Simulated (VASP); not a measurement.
# AlN (Pm) in VASP: a series of runs

AlN is run at these levels: LDA; tasks: single point.

Program: VASP 6.6.1. These are calculated values, not measurements. Logs are shortened: lines on timing, memory, paths and dates and some standing lists are left out, and cuts for length are marked.

**1. The cell of the first run**

It takes space group Pm (No. 6, monoclinic). The conventional cell has a = 3.276 Å, b = 4.101 Å, c = 5.674 Å, α = 90.00°, β = 90.00°, γ = 90.00°. Within 2.3 Å of Al (site symmetry m) lie 5 N at 1.66 to 2.23 Å. Al (site symmetry m) has 5 N at 1.89 to 2.05 Å within 2.5 Å. Al (site symmetry m) has 5 N at 1.89 to 2.05 Å within 2.5 Å. Al (site symmetry m) has 5 N at 1.89 to 2.05 Å within 2.5 Å. Within 2.5 Å of N (site symmetry m) lie 5 Al at 1.89 to 2.08 Å. Within 2.5 Å of N (site symmetry m) lie 5 Al at 1.89 to 2.05 Å. N (site symmetry m) has 5 Al at 1.66 to 2.05 Å within 2.2 Å. Within 2.5 Å of N (site symmetry m) lie 5 Al at 1.89 to 2.23 Å.

**2. Single point, LDA (atom 1 (Al) moved by +0.248 Å along [1 0 0] and +0.248 Å along [1 2 0])**

File INCAR:

```
  PREC = Accurate
  ENCUT = 520
  EDIFF = 1E-7
  ISMEAR = 0
  SIGMA = 0.05
  LREAL = False
  LASPH = True
  NELM = 80
  ALGO = Normal
  ISIF = 2
  LWAVE = False
  LCHARG = True
  LELF = True
  LVHAR = True
  NBANDS = 26
```

File KPOINTS:

```
regular mesh
0
Gamma
  8 6 4
```

File POSCAR:

```
AlN
1.0
   -1.6378403119      2.8368226349      0.0000000000
    0.0000000000      0.0000000000      4.1006264518
    4.9135209358      2.8368226349      0.0000000000
Al N
4 4
Direct
    0.5277115844      0.7500000000      0.2263768326
    1.0000000000      0.7500000000      0.6666666667
    0.0000000000      0.2500000000      0.3333333333
    0.5000000000      0.2500000000      0.8333333333
    0.5000000000      0.2500000000      0.1666666667
    1.0000000000      0.2500000000      0.6666666667
    0.0000000000      0.7500000000      0.3333333333
    0.5000000000      0.7500000000      0.8333333333
```

Potentials or basis: VASP PAW LDA potentials, release 64 (Al, N).

Started as:

```sh
cat potpaw_LDA.64/Al/POTCAR potpaw_LDA.64/N/POTCAR > POTCAR
mpirun -np 1 vasp_std > vasp.out
```

OUTCAR:

```text
PREC = Accurate
   ENCUT = 520
   EDIFF = 1E-7
   ISMEAR = 0
   LREAL = False
   LASPH = True
   NELM = 80
   ISIF = 2

 ion  position               nearest neighbor table
   1  0.528  0.750  0.226-   7 1.66   7 1.83   5 2.08   5 2.08   8 2.23   3 2.64   3 2.64   3 2.75
                             3 2.75   2 2.94   4 3.03   4 3.03   2 3.04
   2  0.000  0.750  0.667-   8 1.89   8 1.89   7 1.89   6 2.05   6 2.05   4 2.79   4 2.79   4 2.79
                             4 2.79   3 2.79   3 2.79   1 2.94   1 3.04
   3  0.000  0.250  0.333-   5 1.89   5 1.89   6 1.89   7 2.05   7 2.05   1 2.64   1 2.64   1 2.75
                             1 2.75   2 2.79   2 2.79   4 3.28   4 3.28   4 3.28   4 3.28
   4  0.500  0.250  0.833-   6 1.89   6 1.89   5 1.89   8 2.05   8 2.05   2 2.79   2 2.79   2 2.79
                             2 2.79   1 3.03   1 3.03   3 3.28   3 3.28   3 3.28   3 3.28
   5  0.500  0.250  0.167-   3 1.89   3 1.89   4 1.89   1 2.08   1 2.08
   6  0.000  0.250  0.667-   4 1.89   4 1.89   3 1.89   2 2.05   2 2.05
   7  0.000  0.750  0.333-   1 1.66   1 1.83   2 1.89   3 2.05   3 2.05
   8  0.500  0.750  0.833-   2 1.89   2 1.89   4 2.05   4 2.05   1 2.23

  LATTYP: Found a simple orthorhombic cell.
 ALAT       =     3.2756806238
 B/A-ratio  =     1.2518395176
 C/A-ratio  =     1.7320508076

  Lattice vectors:

 A1 = (  -1.6378403119,   2.8368226349,   0.0000000000)
 A2 = (   0.0000000000,   0.0000000000,   4.1006264518)
 A3 = (   4.9135209358,   2.8368226349,   0.0000000000)

Analysis of symmetry for initial positions (statically):
=====================================================================
 Subroutine PRICEL returns:
 Original cell was already a primitive cell.

 Routine SETGRP: Setting up the symmetry group for a
 simple orthorhombic supercell.

 Subroutine GETGRP returns: Found  2 space group operations
 (whereof  1 operations were pure point group operations)
 out of a pool of  8 trial point group operations.

The static configuration has the point symmetry C_1 .
 The point group associated with its full space group is C_1h.

Analysis of symmetry for dynamics (positions and initial velocities):
=====================================================================
 Subroutine PRICEL returns:
 Original cell was already a primitive cell.

 Routine SETGRP: Setting up the symmetry group for a
 simple orthorhombic supercell.

 Subroutine GETGRP returns: Found  2 space group operations
 (whereof  1 operations were pure point group operations)
 out of a pool of  8 trial point group operations.

The dynamic configuration has the point symmetry C_1 .
 The point group associated with its full space group is C_1h.

 Subroutine INISYM returns: Found  2 space group operations
 (whereof  1 operations are pure point group operations),
 and found     1 'primitive' translations

----------------------------------------------------------------------------------------

                                     Primitive cell

  volume of cell :      76.2103

  direct lattice vectors                    reciprocal lattice vectors
    -1.637840312  2.836822635  0.000000000    -0.152640033  0.264380293  0.000000000
     0.000000000  0.000000000  4.100626452     0.000000000  0.000000000  0.243865178
     4.913520936  2.836822635  0.000000000     0.152640033  0.088126764  0.000000000

  length of vectors
     3.275680624  4.100626452  5.673645270     0.305280067  0.243865178  0.176253529

  position of ions in fractional coordinates (direct lattice)
     0.527711584  0.750000000  0.226376833
     0.000000000  0.750000000  0.666666667
     0.000000000  0.250000000  0.333333333
     0.500000000  0.250000000  0.833333333
     0.500000000  0.250000000  0.166666667
     0.000000000  0.250000000  0.666666667
     0.000000000  0.750000000  0.333333333
     0.500000000  0.750000000  0.833333333

  ion indices of the primitive-cell ions
   primitive index   ion index
                 1           1
                 2           2
                 3           3
                 4           4
                 5           5
                 6           6
                 7           7
                 8           8

----------------------------------------------------------------------------------------

 KPOINTS: regular mesh

Automatic generation of k-mesh.
 Grid dimensions read from file:
 generate k-points for:    8    6    4

 Generating k-lattice:

  Cartesian coordinates                     Fractional coordinates (reciprocal lattice)
    -0.019080004  0.033047537  0.000000000     0.125000000  0.000000000  0.000000000
     0.000000000  0.000000000  0.040644196     0.000000000  0.166666667  0.000000000
     0.038160008  0.022031691  0.000000000     0.000000000  0.000000000  0.250000000

  Length of vectors
     0.038160008  0.040644196  0.044063382

  Shift w.r.t. Gamma in fractional coordinates (k-lattice)
     0.000000000  0.000000000  0.000000000

 Subroutine IBZKPT returns following result:
 ===========================================

 Found     72 irreducible k-points:

 Following reciprocal coordinates:
            Coordinates               Weight
  0.000000  0.000000  0.000000      1.000000
  0.125000  0.000000  0.000000      2.000000
  0.250000  0.000000  0.000000      2.000000
  0.375000  0.000000  0.000000      2.000000
  0.500000  0.000000  0.000000      1.000000
  0.000000  0.166667  0.000000      2.000000
[... 16 lines left out ...]
  0.125000  0.000000 -0.250000      2.000000
  0.250000  0.000000  0.250000      2.000000
 [... further k-points ...]
   k-points           NKPTS =     72   k-points in BZ     NKDIM =     72   number of bands    NBANDS=     26
   number of dos      NEDOS =    301   number of ions     NIONS =      8
   total plane-waves  NPLWV =  30240
   dimension x,y,z NGX =    24 NGY =   30 NGZ =   42
   dimension x,y,z NGXF=    48 NGYF=   60 NGZF=   84
   ions per type =               4   4
   NGX,Y,Z   is equivalent  to a cutoff of  12.18, 12.16, 12.31 a.u.
   NGXF,Y,Z  is equivalent  to a cutoff of  24.36, 24.32, 24.61 a.u.
 SYSTEM =  unknown system
   PREC   = accura    normal or accurate (medium, high low for compatibility)
   ISTART =      0    job   : 0-new  1-cont  2-samecut
   ICHARG =      2    charge: 1-file 2-atom 10-const
   ISPIN  =      1    spin polarized calculation?
   LNONCOLLINEAR =      F non collinear calculations
   LSORBIT =      F    spin-orbit coupling
   LASPH  =      T    aspherical Exc in radial PAW
   ENCUT  =  520.0 eV  38.22 Ry    6.18 a.u.   6.09  7.62 10.55*2*pi/ulx,y,z
   NELM   =     80;   NELMIN=  2; NELMDL= -5     # of ELM steps
   EDIFF  = 0.1E-06   stopping-criterion for ELM
   LREAL  =      F    real-space projection
   EDIFFG = 0.1E-05   stopping-criterion for IOM
   NSW    =      0    number of steps for IOM
   IBRION =     -1    ionic relax: 0-MD 1-quasi-New 2-CG
   NFREE  =      0    steps in history (QN), initial steepest desc. (CG)
   ISIF   =      2    stress and relaxation
   ISYM   =      2    0-nonsym 1-usesym 2-fastsym
   POTIM  = 0.5000    time-step for ionic-motion
   TEBEG  =    0.0;   TEEND  =   0.0 temperature during run
   PSTRESS=    0.0 pullay stress
   NELECT =      32.0000    total number of electrons
   NUPDOWN=      -1.0000    fix difference up-down
   EMIN   =  10.00;   EMAX   =-10.00  energy-range for DOS
   EFERMI =   0.00;   METHOD = LEGACY
   ISMEAR =     0;   SIGMA  =   0.05  broadening in eV -4-tet -1-fermi 0-gaus
   EFERMI_NEDOS =   21; number of points for ismear=-14 and -15
   IALGO  =     38    algorithm
   IMIX   =      4    mixing-type and parameters
     AMIX     =   0.40;   BMIX     =  1.00
     AMIX_MAG =   1.60;   BMIX_MAG =  1.00
  volume/ion in A,a.u.               =       9.53        64.29
  Fermi-wavevector in a.u.,A,eV,Ry     =   1.225896  2.316607 20.447110  1.502820
  Thomas-Fermi vector in A             =   2.360917
   LORBIT       =      0    0 simple, 1 ext, 2 COOP (PROOUT), +10 PAW based schemes
   GGA     = CA    functional components
   LHFCALC =     F    Hartree Fock is set to
   AEXX    =    0.0000 exact exchange contribution
   IVDW    =     0    specifies the selected vdW correction
   LEPSILON=     F    determine dielectric tensor
   LRPA    =     F    only Hartree local field effects (RPA)
 non-spin polarized calculation
 Gauss-broadening in eV      SIGMA  =   0.05
  energy-cutoff  :      520.00
  volume of cell :       76.21
 maximum number of plane-waves:      2088
   NGX = 13   NGY = 15   NGZ = 21

 number of electron      32.0000003 magnetization

 Free energy of the ion-electron system (eV)
  ---------------------------------------------------
  ext. energy  EPLUGINS =         0.00000000
  ---------------------------------------------------
  free energy    TOTEN  =       -63.77497020 eV

  energy without entropy =      -63.77497020  energy(sigma->0) =      -63.77497020

 E-fermi :   8.3773     XC(G=0): -11.6738

 val. band max:        8.1621679544   @ k =   0.0000   0.0000   0.0000
 cond. band min:      11.1816039665   @ k =   0.0000   0.0000   0.0000
 fundamental gap:      3.0194360121
 Fermi energy:         8.3773299259

 k-point     1 :       0.0000    0.0000    0.0000
  band No.  band energies     occupation
      1      -9.0555      2.00000
      2      -6.8560      2.00000
      3      -5.7578      2.00000
      4      -4.4866      2.00000
      5       0.8390      2.00000
      6       1.4503      2.00000
[... 18 lines left out ...]
     25      17.8792      0.00000
     26      18.9195      0.00000

 k-point     2 :       0.1250    0.0000    0.0000
  band No.  band energies     occupation
      1      -8.9183      2.00000
      2      -6.7419      2.00000
      3      -5.7891      2.00000
      4      -4.4966      2.00000
      5       0.9842      2.00000
      6       1.3397      2.00000
[... 18 lines left out ...]
     25      18.0736      0.00000
     26      18.8676      0.00000

 k-point     3 :       0.2500    0.0000    0.0000
  band No.  band energies     occupation
      1      -8.5274      2.00000
      2      -6.4268      2.00000
      3      -5.9343      2.00000
      4      -4.5659      2.00000
      5       1.0251      2.00000
      6       1.4066      2.00000
[... 18 lines left out ...]
     25      17.8369      0.00000
     26      18.5437      0.00000

 k-point     4 :       0.3750    0.0000    0.0000
  band No.  band energies     occupation
      1      -7.9663      2.00000
      2      -6.3182      2.00000
      3      -5.9563      2.00000
      4      -4.7582      2.00000
      5       0.8743      2.00000
      6       2.0491      2.00000
[... 18 lines left out ...]
     25      17.9017      0.00000
     26      18.9617      0.00000

 k-point     5 :       0.5000    0.0000    0.0000
  band No.  band energies     occupation
      1      -7.5714      2.00000
      2      -6.6303      2.00000
      3      -5.6813      2.00000
      4      -4.9426      2.00000
      5       0.9876      2.00000
      6       1.7615      2.00000
[... 18 lines left out ...]
     25      17.9031      0.00000
     26      19.2534      0.00000

 k-point     6 :       0.0000    0.1667    0.0000
  band No.  band energies     occupation
      1      -8.8853      2.00000
      2      -6.7606      2.00000
      3      -5.8947      2.00000
      4      -4.8072      2.00000
      5       0.8691      2.00000
      6       1.4748      2.00000
[... 427 lines left out ...]
 k-point    21 :      -0.0000    0.0000    0.2500
  band No.  band energies     occupation
      1      -8.9266      2.00000
      2      -7.2659      2.00000
      3      -5.5385      2.00000
      4      -4.4089      2.00000
      5       0.9842      2.00000
      6       1.7914      2.00000
[... 18 lines left out ...]
     25      17.1818      0.00000
     26      18.6164      0.00000

 k-point    22 :       0.1250    0.0000    0.2500
  band No.  band energies     occupation
      1      -8.7925      2.00000
      2      -7.1533      2.00000
      3      -5.5587      2.00000
      4      -4.4332      2.00000
      5       1.1277      2.00000
      6       1.7038      2.00000
[... 18 lines left out ...]
     25      17.8033      0.00000
     26      18.3464      0.00000

 k-point    23 :       0.1250    0.0000   -0.2500
  band No.  band energies     occupation
      1      -8.7940      2.00000
      2      -7.1476      2.00000
      3      -5.5653      2.00000
      4      -4.4322      2.00000
      5       1.1256      2.00000
      6       1.7289      2.00000
[... 18 lines left out ...]
     25      17.8134      0.00000
     26      18.3905      0.00000

 k-point    24 :       0.2500    0.0000    0.2500
  band No.  band energies     occupation
      1      -8.4147      2.00000
      2      -6.8480      2.00000
      3      -5.6600      2.00000
      4      -4.5463      2.00000
      5       1.3009      2.00000
      6       1.5413      2.00000
[... 18 lines left out ...]
     25      17.9140      0.00000
     26      18.4245      0.00000

 [... further k-points ...]
[... 5 lines left out ...]
  --------------------------------------------------------------------------------------
  -------------------------------------------------------------------------------------
  Total       -0.3127138      7.5543141      0.3248515     -2.7477812      0.0000000      0.0000000
  in kB       -6.5742120    158.8150585      6.8293848    -57.7668641      0.0000000      0.0000000
  external PRESSURE =      53.0234105 kB  Pullay stress =       0.0000000 kB

 VOLUME and BASIS-vectors are now :
 -----------------------------------------------------------------------------
  energy-cutoff  :      520.00
  volume of cell :       76.21
      direct lattice vectors                 reciprocal lattice vectors
    -1.637840312  2.836822635  0.000000000    -0.152640033  0.264380293  0.000000000
     0.000000000  0.000000000  4.100626452     0.000000000  0.000000000  0.243865178
     4.913520936  2.836822635  0.000000000     0.152640033  0.088126764  0.000000000

 POSITION                                       TOTAL-FORCE (eV/Angst)
 -----------------------------------------------------------------------------------
      0.24800      2.13922      3.07547        -2.803213     -6.194692      0.000000
      3.27568      1.89122      3.07547         1.454333      0.909321      0.000000
      1.63784      0.94561      1.02516        -0.229384      0.222766      0.000000
      3.27568      3.78243      1.02516         0.356564      0.171333      0.000000
      0.00000      1.89122      1.02516         1.214407      0.917583      0.000000
      3.27568      1.89122      1.02516        -0.614686     -0.344172      0.000000
      1.63784      0.94561      3.07547         0.394833      4.061052      0.000000
      3.27568      3.78243      3.07547         0.227145      0.256809      0.000000
 -----------------------------------------------------------------------------------
    total drift:                               -0.000013     -0.000007     -0.000000

  FREE ENERGIE OF THE ION-ELECTRON SYSTEM (eV)
  ---------------------------------------------------
  free  energy   TOTEN  =       -63.7749702019 eV

  energy  without entropy=      -63.7749702019  energy(sigma->0) =      -63.77497020
```

Wall time 45 s (1 thread of Intel Xeon 6975P-C (Granite Rapids), shared host); peak memory 0.22 GiB.

What came out:

```
Free energy            : -63.7750 eV
Pressure               : 5.3 GPa
Largest force          : 6.799 eV/Å
Band gap on the k mesh : 3.02 eV
```

Forces in eV/Å, atoms in the order of the input:
```
Al  -2.803 -6.195  0.000
Al   1.454  0.909  0.000
Al  -0.229  0.223  0.000
Al   0.357  0.171  0.000
N    1.214  0.918  0.000
N   -0.615 -0.344  0.000
N    0.395  4.061  0.000
N    0.227  0.257  0.000
```

Caveat: the cell differs from its parent crystal (atom 1 (Al) moved by +0.248 Å along [1 0 0] and +0.248 Å along [1 2 0]); the cell stands under pressure; forces of over 1 eV/Å act on the atoms, so gaps and moduli don't describe the material at rest. A k mesh can miss the band edges.

**3. Single point, LDA (atom 1 (Al) moved by -0.124 Å along [1 0 0] and -0.124 Å along [1 2 0])**

File INCAR:

```
  PREC = Accurate
  ENCUT = 520
  EDIFF = 1E-6
  ISMEAR = 0
  SIGMA = 0.05
  LREAL = F
  LASPH = T
  NELM = 80
  ALGO = Normal
  ISIF = 2
  LWAVE = F
  LCHARG = F
  NBANDS = 26
```

File KPOINTS:

```
Automatic mesh
0
Gamma
  8 6 4
```

Changes to POSCAR since step 2:

```diff
@@ -8,3 +8,3 @@
 Direct
-    0.5277115844      0.7500000000      0.2263768326
+    0.4861442078      0.7500000000      0.1368115838
     1.0000000000      0.7500000000      0.6666666667
```

Potentials or basis: VASP PAW LDA potentials, release 64 (Al, N).

Started as:

```sh
cat potpaw_LDA.64/Al/POTCAR potpaw_LDA.64/N/POTCAR > POTCAR
mpirun -np 1 vasp_std > vasp.out
```

Run time: 2.2 min. Hardware: 1 thread of Intel Xeon 8259CL, shared host; peak memory 0.22 GiB.

It converged, with:

```yaml
Free_energy: -64.5590 eV
Pressure: 2.3 GPa
Largest_force: 5.085 eV/Å
Band_gap_on_the_k_mesh: 3.39 eV
```

Forces in eV/Å, atoms in the order of the input:
```
Al   4.163  2.919  0.000
Al  -0.810 -0.493  0.000
Al  -0.079 -0.145  0.000
Al  -0.198 -0.064  0.000
N   -0.657 -0.505  0.000
N    0.358  0.198  0.000
N   -0.610 -0.651  0.000
N   -2.167 -1.259  0.000
```

Stress tensor (GPa, compression positive):
```
 6.51  4.14  0.00
 4.14 -0.25  0.00
 0.00  0.00  0.57
```

Levels at points of the mesh, in eV from the valence-band top:
```
           k point  band 13  band 14  band 15  band 16  band 17  band 18  band 19  band 20
(0.00, 0.00, 0.00)    -1.90    -1.71    -0.95     0.00     3.39     3.91     4.60     7.20
(0.50, 0.00, 0.00)    -2.85    -2.58    -2.26    -2.14     5.35     5.50     5.75     5.94
(0.00, 0.50, 0.00)    -2.54    -1.98    -1.74    -1.69     4.81     5.07     5.84     5.99
(0.50, 0.50, 0.00)    -1.35    -1.19    -0.88    -0.78     5.89     5.90     6.28     6.42
(0.00, 0.00, 0.50)    -1.76    -1.48    -0.96    -0.87     4.43     4.98     6.28     6.38
(0.50, 0.00, 0.50)    -3.05    -2.84    -1.54    -1.36     3.61     4.00     6.86     7.39
(0.00, 0.50, 0.50)    -2.14    -2.13    -1.70    -1.65     4.79     5.27     5.43     5.90
(0.50, 0.50, 0.50)    -2.13    -2.02    -1.52    -1.51     4.86     4.97     5.28     5.45
```

Caveat: the cell differs from its parent crystal (atom 1 (Al) moved by -0.124 Å along [1 0 0] and -0.124 Å along [1 2 0]); forces of over 1 eV/Å act on the atoms, so gaps and moduli don't describe the material at rest. A k mesh can miss the band edges.
